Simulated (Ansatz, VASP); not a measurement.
SrTlF3: VASP beside Ansatz

Contents of POSCAR:

```
SrTlF3
1.0
    4.6850521055      0.0000000000      0.0000000000
    0.0000000000      4.6850521055      0.0000000000
    0.0000000000      0.0000000000      4.7164704985
Tl Sr F
1 1 3
Direct
    0.0000000000      0.0000000000      0.0000000000
    0.5000000000      0.5000000000      0.5000000000
    0.5000000000      0.5000000000      0.0000000000
    0.5000000000      0.0000000000      0.5000000000
    0.0000000000      0.5000000000      0.5000000000
```

INCAR.step1

```
SYSTEM = SrTlF3
ALGO = Normal
EDIFF = 1E-5
ENCUT = 520
GGA = PE
GGA_COMPAT = .False.
ISIF = 2
ISMEAR = 0
KPAR = 4
LASPH = .True.
LCHARG = .False.
LREAL = .False.
LWAVE = .True.
NBANDS = 30
NELM = 120
PREC = Accurate
SIGMA = 0.01
```

File INCAR.step2:

```
SYSTEM = SrTlF3
ALGO = Normal
EDIFF = 1E-6
ENCUT = 520
GGA = PE
GGA_COMPAT = .False.
HFSCREEN = 0.2079
ISIF = 2
ISMEAR = 0
ISTART = 1
KPAR = 4
LASPH = .True.
LCHARG = .False.
LHFCALC = .True.
LREAL = .False.
LWAVE = .False.
NBANDS = 30
NELM = 120
PREC = Accurate
PRECFOCK = Normal
SIGMA = 0.01
```

KPOINTS

```
k-points
0
Gamma
  4 4 4
  0 0 0
```

Input for Ansatz:

```yaml
crystal:
  lattice:
    - [4.6850521055, 0.0, 0.0]
    - [0.0, 4.6850521055, 0.0]
    - [0.0, 0.0, 4.7164704985]
  atoms:
    - { symbol: Tl, position: [0.0, 0.0, 0.0] }
    - { symbol: Sr, position: [0.5, 0.5, 0.5] }
    - { symbol: F, position: [0.5, 0.5, 0.0] }
    - { symbol: F, position: [0.5, 0.0, 0.5] }
    - { symbol: F, position: [0.0, 0.5, 0.5] }
kpoints:
  mp_grid: { grid: [4, 4, 4] }
  band_path:
    path: [[0.0, 0.0, 0.0], [0.0, 0.5, 0.0], [0.5, 0.5, 0.0], [0.5, 0.5, 0.5]]
    npoints: 1
hamiltonian:
  xc: hse06
scf:
  occupations: { method: fixed }
  n_extra_bands: 5
output:
  forces: true
  stress: true
  eigenvalues: true
```

Change from the starting cell: epitaxial_xy strain -0.5%.

Alike in both runs: task single point; functional HSE06; k mesh 4 × 4 × 4; no spin polarisation.

```csv
,VASP,Ansatz
version,VASP 6.6.1,Ansatz 0.2.0
potentials or method,"VASP PAW PBE potentials, release 64 (Tl_d, Sr_sv, F)","plane waves, PAW"
plane-wave cutoff (eV),520,420
occupations,"gaussian, width 0.01 eV",fixed
valence electrons in the cell,44,44
```

Ansatz gave:

| Quantity | Value |
| --- | --- |
| gap on the k mesh at the Fermi level (eV) | 5.85 |
| pressure (GPa) | 1.4 |
| traceless stress, the component that is largest in VASP (GPa) | -0.39 |

Problem. Which values does VASP return?

Solution. gap on the k mesh at the Fermi level (eV): 5.84; pressure (GPa): 1.6; traceless stress, the component that is largest in VASP (GPa): -0.41.

Ansatz's warnings: stress exchange threshold loose, stress scf threshold loose.

Spin-orbit coupling is off throughout.
